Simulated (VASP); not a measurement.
Here is a VASP 6.6.1 calculation.

The input INCAR:

```
ALGO = Normal ; EDIFF = 1E-8
ENCUT = 600 ; GGA = PS
IBRION = 6 ; ISIF = 3
ISMEAR = 0 ; LASPH = T
LCHARG = T ; LREAL = F
LWAVE = F ; NELM = 80
NFREE = 2 ; NSW = 1
POTIM = 0.015 ; PREC = Accurate
SIGMA = 0.01
```

The input KPOINTS:

```
k-points
0
Gamma
  10 10 4
```

POSCAR

```
C
1.0
    2.4588644058      0.0000000000      0.0000000000
   -1.2294322029      2.1294390399      0.0000000000
    0.0000000000      0.0000000000      7.2476322348
C
4
Direct
    0.0000000000      0.0000000000      0.0025001413
    0.0000000000      0.0000000000      0.5025001413
    0.3333333333      0.6666666667      0.0024998587
    0.6666666667      0.3333333333      0.5024998587
```

Potentials or basis: VASP PAW PBE potentials, release 64 (C).

Command:

```console
$ cat potpaw_PBE.64/C/POTCAR > POTCAR
$ mpirun -np 1 vasp_std > vasp.out
```

Q: Estimate the Voigt bulk modulus.

A: 259 GPa.

Q: Predict the highest phonon frequency at Γ.

A: 1591 cm⁻¹.

Clamped-ion elastic tensor (GPa):
```
1014  152   -2    0    0    0
 152 1014   -2    0    0    0
  -2   -2    8    0    0    0
   0    0    0    1    0    0
   0    0    0    0    1    0
   0    0    0    0    0  431
```

Caveat: this functional lacks dispersion, which binds the layers, so the pressure and a relaxed spacing across them are unreliable; the PAW data sets were made with another functional, which shifts forces and pressure a little.
